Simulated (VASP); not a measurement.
# ZnS (I-4m2) in VASP: a series of runs

The runs below take ZnS through single point, with LDA.

Program: VASP 6.6.1. These are calculated values, not measurements. Logs are shortened: lines on timing, memory, paths and dates and some standing lists are left out, and cuts for length are marked.

## 1. The cell of the first run

Symmetry: I-4m2, No. 119, tetragonal system. Conventional cell: a = 3.820 Å, b = 3.820 Å, c = 5.165 Å, α = 90.00°, β = 90.00°, γ = 90.00°. Zn (site symmetry -4m2) has 4 S at 2.31 Å within 3.0 Å. Within 3.0 Å of S (site symmetry -4m2) lie 4 Zn at 2.31 Å.

## 2. Single point, LDA (in-plane strain +0.02, then relaxed in part)

INCAR

```
SYSTEM = ZnS
PREC     = Accurate       ! precision mode
ENCUT    = 520            ! plane-wave cutoff, eV
EDIFF    = 1E-7           ! SCF threshold, eV
ISMEAR   = 0              ! smearing method
SIGMA    = 0.01           ! smearing width, eV
LREAL    = .FALSE.        ! projectors in reciprocal space
LASPH    = .TRUE.         ! aspherical terms in the spheres
NELM     = 80             ! most SCF steps
ALGO     = Normal         ! electronic algorithm
ISIF     = 2              ! what is computed and relaxed
LWAVE    = .FALSE.        ! write WAVECAR
LCHARG   = .TRUE.         ! write CHGCAR
GGA      = CA             ! functional
LELF     = .TRUE.         ! ELF
LVHAR    = .TRUE.       
NBANDS   = 16             ! bands
```

KPOINTS

```
Automatic mesh
0
G
  8 8 8
  0 0 0
```

POSCAR

```
ZnS
1.0
    2.7014380825      2.7014380825      0.0000000000
   -2.7014380825      2.7014380825      0.0000000000
    0.0000000000      2.7014380825      2.5823289243
Zn S
1 1
Direct
    0.7500000000      0.2500000000      0.5000000000
    0.0000000000      0.0000000000      0.0000000000
```

Potentials or basis: VASP PAW LDA potentials, release 64 (Zn, S).

Command:

```bash
> cat potpaw_LDA.64/Zn/POTCAR potpaw_LDA.64/S/POTCAR > POTCAR
> mpirun -np 1 vasp_std > vasp.out
```

OUTCAR:

```text
SYSTEM = ZnS
   PREC = Accurate
   ENCUT = 520
   EDIFF = 1E-7
   ISMEAR = 0
   LREAL = .FALSE.
   LASPH = .TRUE.
   NELM = 80
   ISIF = 2
   GGA = CA

 ion  position               nearest neighbor table
   1  0.750  0.250  0.500-   2 2.31   2 2.31   2 2.31   2 2.31
   2  0.000  0.000  0.000-   1 2.31   1 2.31   1 2.31   1 2.31

  LATTYP: Found a body centered tetragonal cell.
 ALAT       =     3.8204103742
 C/A-ratio  =     1.3518594451

  Lattice vectors:

 A1 = (   2.7014380825,   0.0000000000,  -2.5823289243)
 A2 = (  -2.7014380825,   0.0000000000,  -2.5823289243)
 A3 = (   0.0000000000,   2.7014380825,   2.5823289243)

Analysis of symmetry for initial positions (statically):
=====================================================================
 Subroutine PRICEL returns:
 Original cell was already a primitive cell.

 Routine SETGRP: Setting up the symmetry group for a
 body centered tetragonal supercell.

 Subroutine GETGRP returns: Found  8 space group operations
 (whereof  8 operations were pure point group operations)
 out of a pool of 16 trial point group operations.

The static configuration has the point symmetry D_2d.

Analysis of symmetry for dynamics (positions and initial velocities):
=====================================================================
 Subroutine PRICEL returns:
 Original cell was already a primitive cell.

 Routine SETGRP: Setting up the symmetry group for a
 body centered tetragonal supercell.

 Subroutine GETGRP returns: Found  8 space group operations
 (whereof  8 operations were pure point group operations)
 out of a pool of 16 trial point group operations.

The dynamic configuration has the point symmetry D_2d.

 Subroutine INISYM returns: Found  8 space group operations
 (whereof  8 operations are pure point group operations),
 and found     1 'primitive' translations

----------------------------------------------------------------------------------------

                                     Primitive cell

  volume of cell :      37.6905

  direct lattice vectors                    reciprocal lattice vectors
     2.701438083  2.701438083  0.000000000     0.185086604  0.185086604 -0.193623669
    -2.701438083  2.701438083  0.000000000    -0.185086604  0.185086604 -0.193623669
     0.000000000  2.701438083  2.582328924     0.000000000  0.000000000  0.387247337

  length of vectors
     3.820410374  3.820410374  3.737136656     0.325582903  0.325582903  0.387247337

  position of ions in fractional coordinates (direct lattice)
     0.750000000  0.250000000  0.500000000
     0.000000000  0.000000000  0.000000000

  ion indices of the primitive-cell ions
   primitive index   ion index
                 1           1
                 2           2

----------------------------------------------------------------------------------------

 KPOINTS: Automatic mesh

Automatic generation of k-mesh.
 Grid dimensions read from file:
 generate k-points for:    8    8    8

 Generating k-lattice:

  Cartesian coordinates                     Fractional coordinates (reciprocal lattice)
     0.023135825  0.023135825 -0.024202959     0.125000000  0.000000000  0.000000000
    -0.023135825  0.023135825 -0.024202959     0.000000000  0.125000000  0.000000000
     0.000000000  0.000000000  0.048405917     0.000000000  0.000000000  0.125000000

  Length of vectors
     0.040697863  0.040697863  0.048405917

  Shift w.r.t. Gamma in fractional coordinates (k-lattice)
     0.000000000  0.000000000  0.000000000

 Subroutine IBZKPT returns following result:
 ===========================================

 Found     59 irreducible k-points:

 Following reciprocal coordinates:
            Coordinates               Weight
  0.000000  0.000000  0.000000      1.000000
  0.125000  0.000000  0.000000      8.000000
  0.250000  0.000000  0.000000      8.000000
  0.375000  0.000000  0.000000      8.000000
  0.500000  0.000000  0.000000      4.000000
  0.125000  0.125000  0.000000      8.000000
[... 16 lines left out ...]
  0.250000  0.000000  0.125000      4.000000
  0.375000  0.000000  0.125000      8.000000
 [... further k-points ...]
   k-points           NKPTS =     59   k-points in BZ     NKDIM =     59   number of bands    NBANDS=     16
   number of dos      NEDOS =    301   number of ions     NIONS =      2
   total plane-waves  NPLWV =  21952
   dimension x,y,z NGX =    28 NGY =   28 NGZ =   28
   dimension x,y,z NGXF=    56 NGYF=   56 NGZF=   56
   ions per type =               1   1
   NGX,Y,Z   is equivalent  to a cutoff of  12.18, 12.18, 12.46 a.u.
   NGXF,Y,Z  is equivalent  to a cutoff of  24.37, 24.37, 24.91 a.u.
 SYSTEM =  ZnS
   PREC   = accura    normal or accurate (medium, high low for compatibility)
   ISTART =      0    job   : 0-new  1-cont  2-samecut
   ICHARG =      2    charge: 1-file 2-atom 10-const
   ISPIN  =      1    spin polarized calculation?
   LNONCOLLINEAR =      F non collinear calculations
   LSORBIT =      F    spin-orbit coupling
   LASPH  =      T    aspherical Exc in radial PAW
   ENCUT  =  520.0 eV  38.22 Ry    6.18 a.u.   7.10  7.10  6.95*2*pi/ulx,y,z
   NELM   =     80;   NELMIN=  2; NELMDL= -5     # of ELM steps
   EDIFF  = 0.1E-06   stopping-criterion for ELM
   LREAL  =      F    real-space projection
   EDIFFG = 0.1E-05   stopping-criterion for IOM
   NSW    =      0    number of steps for IOM
   IBRION =     -1    ionic relax: 0-MD 1-quasi-New 2-CG
   NFREE  =      0    steps in history (QN), initial steepest desc. (CG)
   ISIF   =      2    stress and relaxation
   ISYM   =      2    0-nonsym 1-usesym 2-fastsym
   POTIM  = 0.5000    time-step for ionic-motion
   TEBEG  =    0.0;   TEEND  =   0.0 temperature during run
   PSTRESS=    0.0 pullay stress
   NELECT =      18.0000    total number of electrons
   NUPDOWN=      -1.0000    fix difference up-down
   EMIN   =  10.00;   EMAX   =-10.00  energy-range for DOS
   EFERMI =   0.00;   METHOD = LEGACY
   ISMEAR =     0;   SIGMA  =   0.01  broadening in eV -4-tet -1-fermi 0-gaus
   EFERMI_NEDOS =   21; number of points for ismear=-14 and -15
   IALGO  =     38    algorithm
   IMIX   =      4    mixing-type and parameters
     AMIX     =   0.40;   BMIX     =  1.00
     AMIX_MAG =   1.60;   BMIX_MAG =  1.00
  volume/ion in A,a.u.               =      18.85       127.17
  Fermi-wavevector in a.u.,A,eV,Ry     =   1.279642  2.418173 22.279316  1.637484
  Thomas-Fermi vector in A             =   2.412116
   LORBIT       =      0    0 simple, 1 ext, 2 COOP (PROOUT), +10 PAW based schemes
   GGA     = CA    functional components
   LHFCALC =     F    Hartree Fock is set to
   AEXX    =    0.0000 exact exchange contribution
   IVDW    =     0    specifies the selected vdW correction
   LEPSILON=     F    determine dielectric tensor
   LRPA    =     F    only Hartree local field effects (RPA)
 non-spin polarized calculation
 Gauss-broadening in eV      SIGMA  =   0.01
  energy-cutoff  :      520.00
  volume of cell :       37.69
 maximum number of plane-waves:      1025
   NGX = 15   NGY = 15   NGZ = 13

 number of electron      18.0000006 magnetization

 Free energy of the ion-electron system (eV)
  ---------------------------------------------------
  ext. energy  EPLUGINS =         0.00000000
  ---------------------------------------------------
  free energy    TOTEN  =        -8.19953767 eV

  energy without entropy =       -8.19953767  energy(sigma->0) =       -8.19953767

 E-fermi :   2.5127     XC(G=0): -10.2510

 val. band max:        2.4665205526   @ k =   0.0000   0.0000   0.0000
 cond. band min:       4.4553391838   @ k =   0.0000   0.0000   0.0000
 fundamental gap:      1.9888186312
 Fermi energy:         2.5126647447

 k-point     1 :       0.0000    0.0000    0.0000
  band No.  band energies     occupation
      1     -11.0663      2.00000
      2      -4.3272      2.00000
      3      -4.3272      2.00000
      4      -4.3018      2.00000
      5      -3.7959      2.00000
      6      -3.7780      2.00000
[... 8 lines left out ...]
     15      14.1077      0.00000
     16      14.5391      0.00000

 k-point     2 :       0.1250    0.0000    0.0000
  band No.  band energies     occupation
      1     -10.9371      2.00000
      2      -4.3253      2.00000
      3      -4.3057      2.00000
      4      -4.2828      2.00000
      5      -3.7962      2.00000
      6      -3.7815      2.00000
[... 8 lines left out ...]
     15      13.7249      0.00000
     16      14.9742      0.00000

 k-point     3 :       0.2500    0.0000    0.0000
  band No.  band energies     occupation
      1     -10.5972      2.00000
      2      -4.2866      2.00000
      3      -4.2601      2.00000
      4      -4.2299      2.00000
      5      -3.7874      2.00000
      6      -3.7829      2.00000
[... 8 lines left out ...]
     15      13.3326      0.00000
     16      14.5162      0.00000

 k-point     4 :       0.3750    0.0000    0.0000
  band No.  band energies     occupation
      1     -10.2063      2.00000
      2      -4.2266      2.00000
      3      -4.1939      2.00000
      4      -4.0633      2.00000
      5      -3.7695      2.00000
      6      -3.7613      2.00000
[... 8 lines left out ...]
     15      14.5484      0.00000
     16      14.5560      0.00000

 k-point     5 :       0.5000    0.0000    0.0000
  band No.  band energies     occupation
      1     -10.0245      2.00000
      2      -4.2170      2.00000
      3      -4.1783      2.00000
      4      -3.7688      2.00000
      5      -3.7446      2.00000
      6      -3.5682      2.00000
[... 8 lines left out ...]
     15      15.6687      0.00000
     16      16.0737      0.00000

 k-point     6 :       0.1250    0.1250    0.0000
  band No.  band energies     occupation
      1     -10.7330      2.00000
      2      -4.3241      2.00000
      3      -4.2704      2.00000
      4      -4.2477      2.00000
      5      -3.8029      2.00000
      6      -3.7730      2.00000
[... 8 lines left out ...]
     15      13.7926      0.00000
     16      16.0093      0.00000

 k-point     7 :       0.2500    0.1250    0.0000
  band No.  band energies     occupation
      1     -10.3689      2.00000
      2      -4.2504      2.00000
      3      -4.2227      2.00000
      4      -4.1852      2.00000
      5      -3.8037      2.00000
      6      -3.7470      2.00000
[... 8 lines left out ...]
     15      14.7947      0.00000
     16      15.5453      0.00000

 k-point     8 :       0.3750    0.1250    0.0000
  band No.  band energies     occupation
      1     -10.0394      2.00000
      2      -4.2131      2.00000
      3      -4.1609      2.00000
      4      -3.9349      2.00000
      5      -3.7776      2.00000
      6      -3.6931      2.00000
[... 8 lines left out ...]
     15      14.9038      0.00000
     16      16.5126      0.00000

 k-point     9 :       0.5000    0.1250    0.0000
  band No.  band energies     occupation
      1      -9.9846      2.00000
      2      -4.2163      2.00000
      3      -4.1496      2.00000
      4      -3.8517      2.00000
      5      -3.7580      2.00000
      6      -3.6233      2.00000
[... 8 lines left out ...]
     15      15.6493      0.00000
     16      15.8898      0.00000
[... 172 lines left out ...]
 k-point    19 :       0.5000    0.3750    0.0000
  band No.  band energies     occupation
      1      -9.7569      2.00000
      2      -4.3401      2.00000
      3      -4.0009      2.00000
      4      -3.9466      2.00000
      5      -3.7234      2.00000
      6      -3.5943      2.00000
[... 8 lines left out ...]
     15      16.1028      0.00000
     16      17.4008      0.00000

 k-point    20 :      -0.3750    0.3750    0.0000
  band No.  band energies     occupation
      1      -9.9417      2.00000
      2      -4.3966      2.00000
      3      -4.0428      2.00000
      4      -3.9890      2.00000
      5      -3.7732      2.00000
      6      -3.7129      2.00000
[... 8 lines left out ...]
     15      15.7655      0.00000
     16      18.3732      0.00000

 k-point    21 :       0.5000    0.5000    0.0000
  band No.  band energies     occupation
      1      -9.7011      2.00000
      2      -4.3862      2.00000
      3      -3.9770      2.00000
      4      -3.9179      2.00000
      5      -3.7076      2.00000
      6      -3.5737      2.00000
[... 8 lines left out ...]
     15      16.1253      0.00000
     16      16.9780      0.00000

 k-point    22 :       0.0000    0.0000    0.1250
  band No.  band energies     occupation
      1     -10.8850      2.00000
      2      -4.3304      2.00000
      3      -4.2871      2.00000
      4      -4.2871      2.00000
      5      -3.7952      2.00000
      6      -3.7815      2.00000
[... 8 lines left out ...]
     15      14.0213      0.00000
     16      15.6846      0.00000

 k-point    23 :       0.2500    0.0000    0.1250
  band No.  band energies     occupation
      1     -10.7444      2.00000
      2      -4.3186      2.00000
      3      -4.2784      2.00000
      4      -4.2357      2.00000
      5      -3.8100      2.00000
      6      -3.7731      2.00000
[... 8 lines left out ...]
     15      13.5762      0.00000
     16      16.1856      0.00000

 k-point    24 :       0.3750    0.0000    0.1250
  band No.  band energies     occupation
      1     -10.3842      2.00000
      2      -4.2278      2.00000
      3      -4.2262      2.00000
      4      -4.1883      2.00000
      5      -3.8052      2.00000
      6      -3.7636      2.00000
[... 8 lines left out ...]
     15      14.5559      0.00000
     16      16.0425      0.00000

 [... further k-points ...]
[... 5 lines left out ...]
  --------------------------------------------------------------------------------------
  -------------------------------------------------------------------------------------
  Total       -0.3880724     -0.3880724      0.0570099      0.0000000     -0.0000000      0.0000000
  in kB      -16.4964968    -16.4964968      2.4234248      0.0000000     -0.0000000      0.0000000
  external PRESSURE =     -10.1898562 kB  Pullay stress =       0.0000000 kB

 VOLUME and BASIS-vectors are now :
 -----------------------------------------------------------------------------
  energy-cutoff  :      520.00
  volume of cell :       37.69
      direct lattice vectors                 reciprocal lattice vectors
     2.701438083  2.701438083  0.000000000     0.185086604  0.185086604 -0.193623669
    -2.701438083  2.701438083  0.000000000    -0.185086604  0.185086604 -0.193623669
     0.000000000  2.701438083  2.582328924     0.000000000  0.000000000  0.387247337

 POSITION                                       TOTAL-FORCE (eV/Angst)
 -----------------------------------------------------------------------------------
      1.35072      4.05216      1.29116         0.000000     -0.000000      0.000000
      0.00000      0.00000      0.00000        -0.000000      0.000000      0.000000
 -----------------------------------------------------------------------------------
    total drift:                                0.000001      0.000000      0.000000

  FREE ENERGIE OF THE ION-ELECTRON SYSTEM (eV)
  ---------------------------------------------------
  free  energy   TOTEN  =        -8.1995376681 eV

  energy  without entropy=       -8.1995376681  energy(sigma->0) =       -8.19953767
```

Wall time 22 s (1 thread of Intel Xeon Platinum 8375C at 2.90GHz (Ice Lake), shared host); peak memory 0.15 GiB.

Results:

| Item | Value |
| --- | --- |
| Free energy | -8.1995 eV |
| Pressure | -1.0 GPa |
| Band gap on the k mesh | 1.99 eV, direct |

Stress tensor (GPa, compression positive):
```
-1.65  0.00  0.00
 0.00 -1.65  0.00
 0.00  0.00  0.24
```

Levels at points of the mesh, in eV from the valence-band top:
| k point | band 7 | band 8 | band 9 | band 10 | band 11 | band 12 |
| --- | --- | --- | --- | --- | --- | --- |
| (0.00, 0.00, 0.00) | -0.15 | -0.15 | 0.00 | 1.99 | 6.14 | 6.14 |
| (0.50, 0.00, 0.00) | -5.77 | -1.17 | -0.92 | 3.07 | 6.47 | 6.92 |
| (0.50, 0.50, 0.00) | -5.03 | -2.47 | -2.37 | 3.08 | 3.95 | 10.76 |
| (0.00, 0.00, 0.50) | -4.76 | -2.68 | -2.68 | 2.84 | 3.49 | 11.29 |

Caveat: the cell differs from its parent crystal (in-plane strain +0.02, then relaxed in part).

## 3. Single point, LDA (film at in-plane strain +0.02)

INCAR

```
SYSTEM = ZnS
PREC     = Accurate       ! precision mode
ENCUT    = 520            ! plane-wave cutoff, eV
EDIFF    = 1E-7           ! SCF threshold, eV
ISMEAR   = 0              ! smearing method
SIGMA    = 0.01           ! smearing width, eV
LREAL    = .False.        ! projectors in reciprocal space
LASPH    = .True.         ! aspherical terms in the spheres
NELM     = 100            ! most SCF steps
ALGO     = Normal         ! electronic algorithm
ISIF     = 2              ! what is computed and relaxed
LWAVE    = .False.        ! write WAVECAR
LCHARG   = .False.        ! write CHGCAR
GGA      = CA             ! functional
NBANDS   = 16             ! bands
```

KPOINTS

```
Automatic mesh
0
Gamma
  8 8 8
  0 0 0
```

POSCAR, as its differences from that of step 2:

```diff
@@ -4,3 +4,3 @@
    -2.7014380825      2.7014380825      0.0000000000
-    0.0000000000      2.7014380825      2.5823289243
+    0.0000000000      2.7014380825      2.5823289242
 Zn S
```

Potentials or basis: VASP PAW LDA potentials, release 64 (Zn, S).

Command:

```bash
> cat potpaw_LDA.64/Zn/POTCAR potpaw_LDA.64/S/POTCAR > POTCAR
> mpirun -np 1 vasp_std > vasp.out
```

Run time: 20 s. Hardware: 1 thread of Intel Xeon Platinum 8375C at 2.90GHz (Ice Lake), shared host; peak memory 0.16 GiB.

The run converged. Its results:

```yaml
Free_energy: -8.1995 eV
Pressure: -1.0 GPa
Band_gap_on_the_k_mesh: 1.99 eV, direct
```

Stress tensor (GPa, compression positive):
```
-1.65  0.00  0.00
 0.00 -1.65  0.00
 0.00  0.00  0.24
```

Levels at points of the mesh, in eV from the valence-band top:
| k point | band 6 | band 7 | band 8 | band 9 | band 10 | band 11 | band 12 | band 13 |
| --- | --- | --- | --- | --- | --- | --- | --- | --- |
| (0.00, 0.00, 0.00) | -6.24 | -0.15 | -0.15 | 0.00 | 1.99 | 6.14 | 6.14 | 6.14 |
| (0.50, 0.00, 0.00) | -6.03 | -5.77 | -1.17 | -0.92 | 3.07 | 6.47 | 6.92 | 8.71 |
| (0.50, 0.50, 0.00) | -6.04 | -5.03 | -2.47 | -2.37 | 3.08 | 3.95 | 10.76 | 11.75 |
| (0.00, 0.00, 0.50) | -5.96 | -4.76 | -2.68 | -2.68 | 2.84 | 3.49 | 11.29 | 11.93 |

Caveat: the cell differs from its parent crystal (film at in-plane strain +0.02).
